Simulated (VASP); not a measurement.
# BN (F-43m) in VASP: a series of runs, part 2 of 2

VASP 6.6.1. The steps go on from the part before.

## (4) Single point, r2SCAN

This run uses another cell than the first one, of 5.88 Å³/atom, 0.987 times its volume.

Contents of POSCAR:

```
BN
1.0
    0.0000000000      1.8048135926      1.8048135926
    1.8048135926      0.0000000000      1.8048135926
    1.8048135926      1.8048135926      0.0000000000
N B
1 1
Direct
    0.2500000000      0.2500000000      0.2500000000
    0.0000000000      0.0000000000      0.0000000000
```

Contents of INCAR.step1:

```
PREC = Accurate
ENCUT = 910
ISMEAR = -1
SIGMA = 0.05
LREAL = F
LASPH = T
NELM = 120
NBANDS = 11
GGA = PE
ALGO = Normal
EDIFF = 1E-5
LWAVE = T
LCHARG = F
GGA_COMPAT = F
```

Contents of INCAR.step2:

```
PREC = Accurate
ENCUT = 910
EDIFF = 1E-6
ISMEAR = -1
SIGMA = 0.05
LREAL = F
LASPH = T
NELM = 120
ALGO = Normal
ISIF = 2
LWAVE = F
LCHARG = F
METAGGA = R2SCAN
LMIXTAU = T
NBANDS = 11
ISTART = 1
GGA_COMPAT = F
```

Contents of KPOINTS:

```
regular mesh
0
Gamma
  13 13 13
```

Potentials or basis: VASP PAW PBE potentials, release 64 (N_h, B_h).

On the command line:

```bash
> cat potpaw_PBE.64/N_h/POTCAR potpaw_PBE.64/B_h/POTCAR > POTCAR
> cp INCAR.step1 INCAR
> mpirun -np 1 vasp_std > vasp.out
> cp INCAR.step2 INCAR
> mpirun -np 1 vasp_std > vasp.out
```

OUTCAR:

```text
PREC = Accurate
   ENCUT = 910
   EDIFF = 1E-6
   ISMEAR = -1
   LREAL = F
   LASPH = T
   NELM = 120
   ISIF = 2
   METAGGA = R2SCAN
   ISTART = 1

 ion  position               nearest neighbor table
   1  0.250  0.250  0.250-
   2  0.000  0.000  0.000-

  LATTYP: Found a face centered cubic cell.
 ALAT       =     3.6096271852

  Lattice vectors:

 A1 = (   0.0000000000,   1.8048135926,   1.8048135926)
 A2 = (   1.8048135926,   0.0000000000,   1.8048135926)
 A3 = (   1.8048135926,   1.8048135926,   0.0000000000)

Analysis of symmetry for initial positions (statically):
=====================================================================
 Subroutine PRICEL returns:
 Original cell was already a primitive cell.

 Routine SETGRP: Setting up the symmetry group for a
 face centered cubic supercell.

 Subroutine GETGRP returns: Found 24 space group operations
 (whereof 24 operations were pure point group operations)
 out of a pool of 48 trial point group operations.

The static configuration has the point symmetry T_d .

Analysis of symmetry for dynamics (positions and initial velocities):
=====================================================================
 Subroutine PRICEL returns:
 Original cell was already a primitive cell.

 Routine SETGRP: Setting up the symmetry group for a
 face centered cubic supercell.

 Subroutine GETGRP returns: Found 24 space group operations
 (whereof 24 operations were pure point group operations)
 out of a pool of 48 trial point group operations.

The dynamic configuration has the point symmetry T_d .

 Subroutine INISYM returns: Found 24 space group operations
 (whereof 24 operations are pure point group operations),
 and found     1 'primitive' translations

----------------------------------------------------------------------------------------

                                     Primitive cell

  volume of cell :      11.7578

  direct lattice vectors                    reciprocal lattice vectors
     0.000000000  1.804813593  1.804813593    -0.277036921  0.277036921  0.277036921
     1.804813593  0.000000000  1.804813593     0.277036921 -0.277036921  0.277036921
     1.804813593  1.804813593  0.000000000     0.277036921  0.277036921 -0.277036921

  length of vectors
     2.552391860  2.552391860  2.552391860     0.479842022  0.479842022  0.479842022

  position of ions in fractional coordinates (direct lattice)
     0.250000000  0.250000000  0.250000000
     0.000000000  0.000000000  0.000000000

  ion indices of the primitive-cell ions
   primitive index   ion index
                 1           1
                 2           2

----------------------------------------------------------------------------------------

 KPOINTS: regular mesh

Automatic generation of k-mesh.
 Grid dimensions read from file:
 generate k-points for:   13   13   13

 Generating k-lattice:

  Cartesian coordinates                     Fractional coordinates (reciprocal lattice)
    -0.021310532  0.021310532  0.021310532     0.076923077  0.000000000  0.000000000
     0.021310532 -0.021310532  0.021310532     0.000000000  0.076923077  0.000000000
     0.021310532  0.021310532 -0.021310532     0.000000000  0.000000000  0.076923077

  Length of vectors
     0.036910925  0.036910925  0.036910925

  Shift w.r.t. Gamma in fractional coordinates (k-lattice)
     0.000000000  0.000000000  0.000000000

 Subroutine IBZKPT returns following result:
 ===========================================

 Found     84 irreducible k-points:

 Following reciprocal coordinates:
            Coordinates               Weight
  0.000000  0.000000  0.000000      1.000000
  0.076923  0.000000  0.000000      8.000000
  0.153846  0.000000  0.000000      8.000000
  0.230769  0.000000  0.000000      8.000000
  0.307692  0.000000  0.000000      8.000000
  0.384615  0.000000  0.000000      8.000000
[... 16 lines left out ...]
  0.384615  0.153846  0.000000     24.000000
  0.461538  0.153846  0.000000     24.000000
 [... further k-points ...]
   k-points           NKPTS =     84   k-points in BZ     NKDIM =     84   number of bands    NBANDS=     11
   number of dos      NEDOS =    301   number of ions     NIONS =      2
   total plane-waves  NPLWV =  21952
   dimension x,y,z NGX =    28 NGY =   28 NGZ =   28
   dimension x,y,z NGXF=    56 NGYF=   56 NGZF=   56
   ions per type =               1   1
   NGX,Y,Z   is equivalent  to a cutoff of  18.24, 18.24, 18.24 a.u.
   NGXF,Y,Z  is equivalent  to a cutoff of  36.47, 36.47, 36.47 a.u.
 SYSTEM =  unknown system
   PREC   = accura    normal or accurate (medium, high low for compatibility)
   ISTART =      1    job   : 0-new  1-cont  2-samecut
   ICHARG =      0    charge: 1-file 2-atom 10-const
   ISPIN  =      1    spin polarized calculation?
   LNONCOLLINEAR =      F non collinear calculations
   LSORBIT =      F    spin-orbit coupling
   LASPH  =      T    aspherical Exc in radial PAW
   ENCUT  =  910.0 eV  66.88 Ry    8.18 a.u.   6.28  6.28  6.28*2*pi/ulx,y,z
   NELM   =    120;   NELMIN=  2; NELMDL=  0     # of ELM steps
   EDIFF  = 0.1E-05   stopping-criterion for ELM
   LREAL  =      F    real-space projection
   EDIFFG = 0.1E-04   stopping-criterion for IOM
   NSW    =      0    number of steps for IOM
   IBRION =     -1    ionic relax: 0-MD 1-quasi-New 2-CG
   NFREE  =      0    steps in history (QN), initial steepest desc. (CG)
   ISIF   =      2    stress and relaxation
   ISYM   =      2    0-nonsym 1-usesym 2-fastsym
   POTIM  = 0.5000    time-step for ionic-motion
   TEBEG  =    0.0;   TEEND  =   0.0 temperature during run
   PSTRESS=    0.0 pullay stress
   NELECT =       8.0000    total number of electrons
   NUPDOWN=      -1.0000    fix difference up-down
   EMIN   =  10.00;   EMAX   =-10.00  energy-range for DOS
   EFERMI =   0.00;   METHOD = LEGACY
   ISMEAR =    -1;   SIGMA  =   0.05  broadening in eV -4-tet -1-fermi 0-gaus
   EFERMI_NEDOS =   21; number of points for ismear=-14 and -15
   IALGO  =     38    algorithm
   IMIX   =      4    mixing-type and parameters
     AMIX     =   0.40;   BMIX     =  1.00
     AMIX_MAG =   1.60;   BMIX_MAG =  1.00
  volume/ion in A,a.u.               =       5.88        39.67
  Fermi-wavevector in a.u.,A,eV,Ry     =   1.439889  2.720996 28.208708  2.073282
  Thomas-Fermi vector in A             =   2.558695
   LORBIT       =      0    0 simple, 1 ext, 2 COOP (PROOUT), +10 PAW based schemes
   METAGGA = R2SCAN    functional components
   LHFCALC =     F    Hartree Fock is set to
   AEXX    =    0.0000 exact exchange contribution
   IVDW    =     0    specifies the selected vdW correction
   LEPSILON=     F    determine dielectric tensor
   LRPA    =     F    only Hartree local field effects (RPA)
 non-spin polarized calculation
  energy-cutoff  :      910.00
  volume of cell :       11.76
 maximum number of plane-waves:       748
 NGX is ok and might be reduce to    28
   NGX = 13   NGY = 13   NGZ = 13

 number of electron       8.0000000 magnetization

 Free energy of the ion-electron system (eV)
  ---------------------------------------------------
  ext. energy  EPLUGINS =         0.00000000
  ---------------------------------------------------
  free energy    TOTEN  =       -19.19980017 eV

  energy without entropy =      -19.19980017  energy(sigma->0) =      -19.19980017

 E-fermi :   9.9406     XC(G=0): -13.7807

 val. band max:        8.9868131255   @ k =   0.0000   0.0000   0.0000
 cond. band min:      14.0623884301   @ k =   0.4615   0.4615   0.0000
 fundamental gap:      5.0755753046
 Fermi energy:         9.9406035824

 k-point     1 :       0.0000    0.0000    0.0000
  band No.  band energies     occupation
      1     -12.3493      2.00000
      2       8.9868      2.00000
      3       8.9868      2.00000
      4       8.9868      2.00000
      5      18.5582      0.00000
      6      18.5582      0.00000
      7      18.5582      0.00000
      8      20.1269      0.00000
      9      35.2185      0.00000
     10      37.7443      0.00000
     11      37.7443      0.00000
[... 309 lines left out ...]
 k-point    24 :       0.4615    0.1538    0.0000
  band No.  band energies     occupation
      1      -8.2585      2.00000
      2      -0.6758      2.00000
      3       5.5755      2.00000
      4       6.0428      2.00000
      5      18.6006      0.00000
      6      21.9755      0.00000
      7      22.4470      0.00000
      8      24.7547      0.00000
      9      31.2183      0.00000
     10      36.8173      0.00000
     11      38.5271      0.00000

 [... further k-points ...]

------------------------ aborting loop because EDIFF is reached ----------------------------------------

  FORCE on cell =-STRESS in cart. coord.  units (eV):
  Direction    XX          YY          ZZ          XY          YZ          ZX
  --------------------------------------------------------------------------------------
  -------------------------------------------------------------------------------------
  Total       -0.0393067     -0.0393067     -0.0393067      0.0000000      0.0000000      0.0000000
  in kB       -5.3561237     -5.3561237     -5.3561237      0.0000000      0.0000000      0.0000000
  external PRESSURE =      -5.3561237 kB  Pullay stress =       0.0000000 kB

 VOLUME and BASIS-vectors are now :
 -----------------------------------------------------------------------------
  energy-cutoff  :      910.00
  volume of cell :       11.76
      direct lattice vectors                 reciprocal lattice vectors
     0.000000000  1.804813593  1.804813593    -0.277036921  0.277036921  0.277036921
     1.804813593  0.000000000  1.804813593     0.277036921 -0.277036921  0.277036921
     1.804813593  1.804813593  0.000000000     0.277036921  0.277036921 -0.277036921

 POSITION                                       TOTAL-FORCE (eV/Angst)
 -----------------------------------------------------------------------------------
      0.90241      0.90241      0.90241         0.000000      0.000000     -0.000000
      0.00000      0.00000      0.00000        -0.000000     -0.000000      0.000000
 -----------------------------------------------------------------------------------
    total drift:                                0.000000      0.000000      0.000000

  FREE ENERGIE OF THE ION-ELECTRON SYSTEM (eV)
  ---------------------------------------------------
  free  energy   TOTEN  =       -19.1998001661 eV

  energy  without entropy=      -19.1998001661  energy(sigma->0) =      -19.19980017
```

It took 42 s on 1 thread of Intel Xeon 6975P-C (Granite Rapids), shared host; peak memory 0.17 GiB.

What came out:

| Quantity | Value |
| --- | --- |
| Free energy | -19.1998 eV |
| Pressure | -0.5 GPa |
| Band gap on the k mesh | 5.08 eV, indirect (least direct gap 9.57 eV) |

Caveat: the cutoff is under 1.25 times the usual one of these potentials, so pressure, stress and relaxed cells hold a basis-set (Pulay) error; the PAW data sets were made with another functional, which shifts forces and pressure a little.

## (5) Overview

```csv
level,potentials or basis,spin,cell,cutoff (eV),smearing,second run,gap on the mesh (eV),pressure (GPa)
BLYP+D3(BJ),"VASP PAW PBE potentials, release 64 (N, B)",off,"a = 2.564 Å, angles 60.0°, 2 atoms",520,fermi-dirac 0.15 eV,-,4.94,-4.4
BLYP+D4,"VASP PAW PBE potentials, release 64 (N, B)","non-collinear, typed start","a = 2.380 Å, angles 60.0°, 2 atoms",520,methfessel-paxton 0.1 eV,-,5.24,116.8
r2SCAN,"VASP PAW PBE potentials, release 64 (N_h, B_h)",off,"a = 2.552 Å, angles 60.0°, 2 atoms",910,fermi-dirac 0.05 eV,hard_potentials,5.08,-0.5
```

Alike in all rows: task single point; k mesh 13 × 13 × 13.

Caveats: the PAW data sets were made with another functional, which shifts forces and pressure a little; the cutoff is under 1.25 times the usual one of these potentials, so pressure, stress and relaxed cells hold a basis-set (Pulay) error (some runs).

Total energies depend on the potentials used, so only differences within one code and one set of settings carry meaning.
